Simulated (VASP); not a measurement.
Runs of VASP 6.6.1 on BeS. It takes space group F-43m (No. 216, cubic). The conventional cell has a = 4.869 Å, b = 4.869 Å, c = 4.869 Å, α = 90.00°, β = 90.00°, γ = 90.00°. Be (site symmetry -43m) has 4 S at 2.11 Å within 2.8 Å. Within 2.8 Å of S (site symmetry -43m) lie 4 Be at 2.11 Å. 

| level | potentials or basis | k mesh | grid for exact exchange (PRECFOCK) | screening parameter | gap on the mesh (eV) | pressure (GPa) |
| --- | --- | --- | --- | --- | --- | --- |
| LDA | VASP PAW LDA potentials, release 64 (Be, S) | 6 × 6 × 6 | - | - | 2.93 | (a) |
| HSE06 | VASP PAW PBE potentials, release 64 (Be, S) | 6 × 6 × 6 | Normal | 0.2079 1/Å | 4.08 | -1.1 |
| PBE | VASP PAW PBE potentials, release 64 (Be, S) | 6 × 6 × 6 | - | - | 3.14 | 0.5 |
| r2SCAN | VASP PAW PBE potentials, release 64 (Be, S) | 8 × 8 × 8 | - | - | (b) | 0.3 |
| PBE | VASP PAW PBE potentials, release 64 (Be, S) | 8 × 8 × 8 | - | - | 3.14 | 0.4 |

Alike in all rows: task single point; no spin polarisation; cell as given; cutoff (eV) 520; smearing gaussian 0.01 eV.

Question: Estimate the missing entries.

Answer: (a) -4.1; (b) 3.60.

Caveats: the PAW data sets were made with another functional, which shifts forces and pressure a little (some runs).

A k mesh can miss the band edges.
